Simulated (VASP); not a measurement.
Wanted: the native input for a VASP 6.6.1 run.

```yaml
Task: single point
Functional: LDA
Potentials_or_basis: VASP PAW LDA potentials, release 64 (Bi_d, Te)
Cutoff: 500 eV
k_mesh: 4 × 4 × 4
Occupations: gaussian, width 0.1 eV
Spin: no spin polarisation
Dipole_correction: no
Further_INCAR_settings: ALGO = Normal; EDIFF = 1e-06; NBANDS = 18
```

The structure of BiTe lies in POSCAR:

```
BiTe
1.0
    0.0000000000      3.2350000000      3.2350000000
    3.2350000000      0.0000000000      3.2350000000
    3.2350000000      3.2350000000      0.0000000000
Bi Te
1 1
Direct
    0.0000000000      0.0000000000      0.0000000000
    0.5000000000      0.5000000000      0.5000000000
```

The input as run:

INCAR

```
SYSTEM = BiTe
  PREC = Accurate
  ENCUT = 500
  EDIFF = 1E-6
  ISMEAR = 0
  SIGMA = 0.1
  LREAL = .FALSE.
  LASPH = .TRUE.
  NELM = 120
  ALGO = Normal
  ISIF = 2
  LWAVE = .FALSE.
  LCHARG = .FALSE.
  GGA = CA
  NBANDS = 18
  GGA_COMPAT = .FALSE.
```

KPOINTS

```
Automatic mesh
0
G
  4 4 4
  0 0 0
```

Potentials or basis: VASP PAW LDA potentials, release 64 (Bi_d, Te).

Run with:

```console
$ cat potpaw_LDA.64/Bi_d/POTCAR potpaw_LDA.64/Te/POTCAR > POTCAR
$ mpirun -np 1 vasp_std > vasp.out
```

Results of the run:

```json
{
 "Pressure": "-2.8 GPa"
}
```

Caveat: the k points lie up to 0.42 Å⁻¹ apart.

It took 4.6 s on 1 thread of AMD EPYC 9R45 (Zen 5), on a shared host, peak memory 0.14 GiB.
